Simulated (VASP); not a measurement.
Here is a VASP 6.6.1 calculation.

The input INCAR:

```
SYSTEM = S
PREC = Accurate
ENCUT = 520
EDIFF = 1E-7
ISMEAR = 1
SIGMA = 0.02
LREAL = .False.
LASPH = .True.
NELM = 60
ALGO = Normal
ISIF = 2
LWAVE = .False.
LCHARG = .False.
GGA = RE
IVDW = 12
NBANDS = 9
```

KPOINTS

```
Automatic mesh
0
Gamma
  8 8 8
  0 0 0
```

POSCAR

```
S
1.0
    1.8254576829      1.0539284873      1.4072209658
   -1.8254576829      1.0539284873      1.4072209658
    0.0000000000     -2.1078569665      1.4072209719
S
1
Direct
    0.0000000000      0.0000000000      0.0000000000
```

Potentials or basis: VASP PAW PBE potentials, release 64 (S).

Launch:

```bash
$ cat potpaw_PBE.64/S/POTCAR > POTCAR
$ mpirun -np 1 vasp_std > vasp.out
```

What does it give for the dispersion energy per atom?

-0.762 eV.

Estimate the band gap on the k mesh.

zero (band 3 reaches 10.99 eV, above the bottom of band 4 at 4.32 eV).
